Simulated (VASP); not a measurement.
# Hf2AlN3: single point with PBE

Hf2AlN3:

```xyz
6
Lattice="3.4320 0.0000 0.0000 -1.7160 2.9722 0.0000 0.0000 0.0000 8.4066" Properties=species:S:1:pos:R:3 pbc="T T T"
Hf    0.0000    0.0000    0.0000
Hf    0.0000    1.9815    2.8022
Al    1.7160    0.9907    5.6044
N     0.0000    0.0000    6.3050
N     1.7160    0.9907    3.5028
N     0.0000    1.9815    0.7006
```

| Property | Result |
| --- | --- |
| Program | VASP 6.6.1 |
| Task | single point |
| Functional | PBE |
| Potentials or basis | VASP PAW PBE potentials, release 64 (Hf_pv, Al, N) |
| Cutoff | 520 eV |
| k mesh | 6 × 6 × 2 |
| Occupations | gaussian, width 0.1 eV |
| Spin | no spin polarisation |
| Dipole correction | no |
| Further INCAR settings | ALGO = Normal; EDIFF = 1e-06; NBANDS = 28 |

| Property | Result |
| --- | --- |
| Pressure | -5.5 GPa |
| Largest force | 2.190 eV/Å |
| Band gap on the k mesh | zero (bands 19 and 20 overlap by 1.00 eV) |

Forces in eV/Å, atoms in the order of the input:
```
Hf   0.000  0.000 -0.022
Hf   0.000  0.000 -0.367
Al   0.000  0.000  0.463
N    0.000  0.000 -2.190
N    0.000  0.000  2.099
N    0.000  0.000  0.016
```

Stress tensor (GPa, compression positive):
```
-5.78  0.00  0.00
 0.00 -5.78  0.00
 0.00  0.00 -4.91
```

Levels at points of the mesh, in eV from the Fermi level:
| k point | band 17 | band 18 | band 19 | band 20 | band 21 | band 22 |
| --- | --- | --- | --- | --- | --- | --- |
| (0.00, 0.00, 0.00) | -3.55 | -3.55 | -1.12 | 1.13 | 1.98 | 1.98 |
| (0.50, 0.00, 0.00) | -4.04 | -4.01 | -0.93 | 0.67 | 1.00 | 1.99 |
| (0.00, 0.00, 0.50) | -3.55 | -3.55 | -0.28 | 0.47 | 1.98 | 1.98 |
| (0.50, 0.00, 0.50) | -4.08 | -3.74 | -0.72 | -0.23 | 1.68 | 1.84 |

It took 17 s on 1 thread of Intel(R) Xeon(R) 6975P-C (Granite Rapids), on a shared host, peak memory 0.22 GiB.

Caveat: the k points lie up to 0.37 Å⁻¹ apart, too coarse for converged energies and pressures of a metal; spin-orbit coupling is left out, which moves the levels of the heavy elements; forces of over 1 eV/Å act on the atoms, so gaps and moduli don't describe the material at rest.
